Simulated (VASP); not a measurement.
Input of a VASP 6.6.1 run:

Contents of INCAR:

```
SYSTEM = CsCl
  ALGO = Normal
  EDIFF = 1E-6
  ENCUT = 500
  GGA = PE
  GGA_COMPAT = .FALSE.
  ISIF = 2
  ISMEAR = 0
  LASPH = .TRUE.
  LCHARG = .FALSE.
  LREAL = .FALSE.
  LWAVE = .FALSE.
  NBANDS = 15
  NELM = 120
  PREC = Accurate
  SIGMA = 0.01
```

The input KPOINTS:

```
k-points
0
G
  6 6 6
  0 0 0
```

The input POSCAR:

```
CsCl
1.0
    4.2853602920      0.0000000000      0.0000000000
    0.0000000000      4.2853602920      0.0000000000
    0.0000000000      0.0000000000      4.2853602920
Cs Cl
1 1
Direct
    0.0000000000      0.0000000000      0.0000000000
    0.5000000000      0.5000000000      0.5000000000
```

Potentials or basis: VASP PAW PBE potentials, release 64 (Cs_sv, Cl).

Launch:

```console
$ cat potpaw_PBE.64/Cs_sv/POTCAR potpaw_PBE.64/Cl/POTCAR > POTCAR
$ mpirun -np 1 vasp_std > vasp.out
```

Q: What does it give for the pressure?

A: -0.7 GPa.

Q: Predict the band gap on the k mesh.

A: 4.77 eV.

Caveat: spin-orbit coupling is left out, which moves the levels of the heavy elements.
